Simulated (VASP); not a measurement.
## KF: single point with LDA

KF:

```xyz
2
Lattice="3.1612 0.0000 0.0000 0.0000 3.1612 0.0000 0.0000 0.0000 3.3567" Properties=species:S:1:pos:R:3 pbc="T T T"
K     0.0000    0.0000    0.0000
F     1.5806    1.5806    1.6784
```

This cell differs from its parent crystal: strain -0.030 along x and y, +0.030 along z.

```
Program                : VASP 6.6.1
Task                   : single point
Functional             : LDA
Potentials or basis    : VASP PAW LDA potentials, release 64 (K_sv, F)
Cutoff                 : 520 eV
k mesh                 : 8 × 8 × 8
Occupations            : gaussian, width 0.05 eV
Spin                   : no spin polarisation
Dipole correction      : no
Further INCAR settings : ALGO = Normal; EDIFF = 1e-06; NBANDS = 15
```

The pressure is -4.9 GPa. The band gap on the k mesh is 6.02 eV, indirect (least direct gap 6.07 eV).

Stress tensor (GPa, compression positive):
```
-3.21  0.00  0.00
 0.00 -3.21  0.00
 0.00  0.00 -8.38
```

Levels at points of the mesh, in eV from the valence-band top:
| k point | band 6 | band 7 | band 8 | band 9 | band 10 | band 11 |
| --- | --- | --- | --- | --- | --- | --- |
| (0.00, 0.00, 0.00) | -0.25 | -0.05 | -0.05 | 6.02 | 7.95 | 8.07 |
| (0.50, 0.00, 0.00) | -1.41 | -0.42 | -0.14 | 9.08 | 9.47 | 10.84 |
| (0.50, 0.50, 0.00) | -0.72 | -0.72 | -0.20 | 7.88 | 8.96 | 11.36 |
| (0.00, 0.00, 0.50) | -1.39 | -0.18 | -0.18 | 8.86 | 8.90 | 10.59 |
| (0.50, 0.00, 0.50) | -0.75 | -0.67 | 0.00 | 8.40 | 8.65 | 11.82 |
| (0.50, 0.50, 0.50) | -1.22 | -1.22 | -1.18 | 9.84 | 10.53 | 10.53 |

Run time: 37 s on 1 thread of Intel Xeon 8259CL (shared host), peak memory 0.15 GiB.

Caveat: the cell differs from its parent crystal (strain -0.030 along x and y, +0.030 along z). A k mesh can miss the band edges.
